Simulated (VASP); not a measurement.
A run of VASP 6.6.1:

Contents of INCAR:

```
ALGO = Normal
EDIFF = 1E-6
ENCUT = 520
GGA = PE
ISIF = 2
ISMEAR = 0
LASPH = True
LCHARG = False
LREAL = False
LWAVE = False
NBANDS = 15
NELM = 100
PREC = Accurate
SIGMA = 0.05
```

The input KPOINTS:

```
k-points
0
Gamma
  6 6 6
```

POSCAR

```
RbBr
1.0
    4.1260773000      0.0000000000      0.0000000000
    0.0000000000      4.1260773000      0.0000000000
    0.0000000000      0.0000000000      4.1260773000
Rb Br
1 1
Direct
    0.0000000000      0.0636197485      0.0000000000
    0.5000000000      0.5000000000      0.5000000000
```

Potentials or basis: VASP PAW PBE potentials, release 64 (Rb_sv, Br).

Command:

```bash
$ cat potpaw_PBE.64/Rb_sv/POTCAR potpaw_PBE.64/Br/POTCAR > POTCAR
$ mpirun -np 1 vasp_std > vasp.out
```

Hardware: 1 thread of Intel(R) Xeon(R) Platinum 8488C (Sapphire Rapids) (shared host).

Estimate the wall time of this run.

It took 24 s on 1 thread of Intel(R) Xeon(R) Platinum 8488C (Sapphire Rapids) (shared host), peak memory 0.19 GiB. Counts: scf iterations 13, k points 40.
